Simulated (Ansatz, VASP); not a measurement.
## PbF2 in VASP and in Ansatz

```
Pb F
1.0
     0.00000    2.96366    2.96366
     2.96366    0.00000    2.96366
     2.96366    2.96366    0.00000
Pb F
1 2
Direct
  0.00000 0.00000 0.00000
  0.75000 0.75000 0.75000
  0.25000 0.25000 0.25000
```

Alike in both runs: task relaxation of cell and atoms; functional revPBE; dispersion D3(BJ); k mesh 8 × 8 × 8; occupations fermi-dirac, width 0.05 eV; no spin polarisation.

|  | VASP | Ansatz |
| --- | --- | --- |
| version | VASP 6.6.1 | Ansatz 0.2.0 |
| potentials or method | VASP PAW PBE potentials, release 64 (Pb_d, F) | Ansatz PAW |
| plane-wave cutoff (eV) | 600 | 420 |
| valence electrons in the cell | 28 | 28 |

VASP gave:

```
relaxed volume (Å³/atom)                                                      : 17.93
relaxed length of the cell vector where the two differ most in proportion (Å) : 4.238
```

**Question.** What did Ansatz give for the same quantities?

**Answer.** Relaxed volume (Å³/atom): 17.99; relaxed length of the cell vector where the two differ most in proportion (Å): 4.242.

VASP's potentials were made for PBE, not for revPBE.

Neither program's run includes spin-orbit coupling. Noted on Ansatz's run: the plane-wave basis is chosen anew once the cell has moved, so the energies of steps on either side of that aren't comparable.
